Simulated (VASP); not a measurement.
Wanted: the native input for a VASP 6.6.1 run.

* Task: single point
* Functional: PBEsol
* Potentials or basis: VASP PAW PBE potentials, release 64 (Cs_sv, Sn_d, I)
* Cutoff: 520 eV
* k mesh: 6 × 6 × 6
* Occupations: gaussian, width 0.01 eV
* Spin: no spin polarisation
* Dipole correction: no
* Further INCAR settings: ALGO = Normal; EDIFF = 1e-07; NBANDS = 30

The structure of CsSnI3 lies in POSCAR:

```
CsSnI3
1.0
    6.2543780747      0.0000000000      0.0000000000
    0.0000000000      6.2543780747      0.0000000000
    0.0000000000      0.0000000000      6.2543780747
Cs Sn I
1 1 3
Direct
    0.0000000000      0.0000000000      0.0000000000
    0.5000000000      0.5000000000      0.5000000000
    0.0000000000      0.5000000000      0.5000000000
    0.5000000000      0.0000000000      0.5000000000
    0.5000000000      0.5000000000      0.0000000000
```

These files were run (other wordings do the same):

INCAR

```
  PREC = Accurate
  ENCUT = 520
  EDIFF = 1E-7
  ISMEAR = 0
  SIGMA = 0.01
  LREAL = False
  LASPH = True
  NELM = 100
  ALGO = Normal
  ISIF = 2
  LWAVE = False
  LCHARG = False
  GGA = PS
  NBANDS = 30
```

KPOINTS

```
regular mesh
0
Gamma
  6 6 6
```

Potentials or basis: VASP PAW PBE potentials, release 64 (Cs_sv, Sn_d, I).

Command:

```console
$ cat potpaw_PBE.64/Cs_sv/POTCAR potpaw_PBE.64/Sn_d/POTCAR potpaw_PBE.64/I/POTCAR > POTCAR
$ mpirun -np 1 vasp_std > vasp.out
```

It gave:

```
Pressure               : -0.9 GPa
Band gap on the k mesh : 0.36 eV
```

Caveat: semilocal functionals underestimate gaps, and a narrow one can read as zero; the PAW data sets were made with another functional, which shifts forces and pressure a little; spin-orbit coupling is left out, which moves the levels of the heavy elements.

Wall time 2.9 min on 1 thread of Oxide Virtual Turin-like Processor (shared host), peak memory 0.38 GiB.
